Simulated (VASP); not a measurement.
Si, 2 atoms in the cell. It takes space group Fd-3m (No. 227, cubic). Conventional cell: a = 5.320 Å, b = 5.320 Å, c = 5.320 Å, α = 90.00°, β = 90.00°, γ = 90.00°. Within 3.0 Å of Si (site symmetry -43m) lie 4 Si at 2.30 Å.  This cell differs from its parent crystal: volume scaled by 0.94.

* Program: VASP 6.6.1
* Task: electric field gradients
* Functional: LDA
* Potentials or basis: VASP PAW LDA potentials, release 64 (Si)
* Cutoff: 520 eV
* k mesh: 12 × 12 × 12
* Occupations: fermi-dirac, width 0.08 eV
* Spin: no spin polarisation
* Dipole correction: no
* Further INCAR settings: ALGO = Normal; EDIFF = 1e-08; NBANDS = 11

Potentials or basis: VASP PAW LDA potentials, release 64 (Si).

The run is started by

```sh
$ cat potpaw_LDA.64/Si/POTCAR > POTCAR
$ mpirun -np 1 vasp_std > vasp.out
```

Hardware: 1 thread of Intel(R) Xeon(R) 6975P-C (Granite Rapids), with other jobs on the host.

Problem. Estimate the wall time of this run.

Solution. It took 9.3 s on 1 thread of Intel(R) Xeon(R) 6975P-C (Granite Rapids), on a shared host, peak memory 0.14 GiB. Counts: scf iterations 12, k points 72.
